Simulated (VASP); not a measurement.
Crystal: GaN.

```
CELL_PARAMETERS angstrom
3.20532 0.00000 0.00000
-1.60266 2.77589 0.00000
0.00000 0.00000 5.20713
ATOMIC_POSITIONS crystal
Ga 0.33333 0.66667 0.00000
Ga 0.66667 0.33333 0.50000
N 0.33333 0.66667 0.37500
N 0.66667 0.33333 0.87500
```

```yaml
Program: VASP 6.6.1
Task: relaxation of cell and atoms
Functional: PBEsol
Potentials_or_basis: VASP PAW PBE potentials, release 64 (Ga_d, N)
Cutoff: 600 eV
k_mesh: 12 × 12 × 8
Occupations: gaussian, width 0.05 eV
Spin: no spin polarisation
```

At the start: pressure -3.7 GPa; volume 11.58 Å³/atom.

How do energy, volume and symmetry change on relaxing?

Over 7 steps the energy falls by 3.2 meV/atom and the volume is 11.35 Å³/atom (-2.0 %); space group P6_3mc (No. 186, to 0.1 Å) before and after.

The path:
```csv
step,energy change (eV),largest force (eV/Å),pressure (GPa),volume (Å³)
1,0.0000,0.1249,-3.70,46.33
2,-0.0023,0.0882,3.66,44.56
3,-0.0126,0.0176,0.03,45.39
4,-0.0126,0.0151,0.34,45.37
5,-0.0124,0.0006,-0.54,45.51
6,-0.0126,0.0112,-0.04,45.41
7,-0.0126,0.0014,-0.02,45.41
```

Final structure:
```cif
data_structure
_symmetry_space_group_name_H-M 'P 1'
_symmetry_Int_Tables_number 1
_cell_length_a 3.1802
_cell_length_b 3.1802
_cell_length_c 5.1843
_cell_angle_alpha 90.000
_cell_angle_beta 90.000
_cell_angle_gamma 120.000
_cell_volume 45.41
loop_
_atom_site_label
_atom_site_type_symbol
_atom_site_fract_x
_atom_site_fract_y
_atom_site_fract_z
_atom_site_occupancy
Ga1 Ga 0.33333 0.66667 0.99925 1
Ga2 Ga 0.66667 0.33333 0.49925 1
N1 N 0.33333 0.66667 0.37575 1
N2 N 0.66667 0.33333 0.87575 1
```

Caveat: the PAW data sets were made with another functional, which shifts forces and pressure a little.
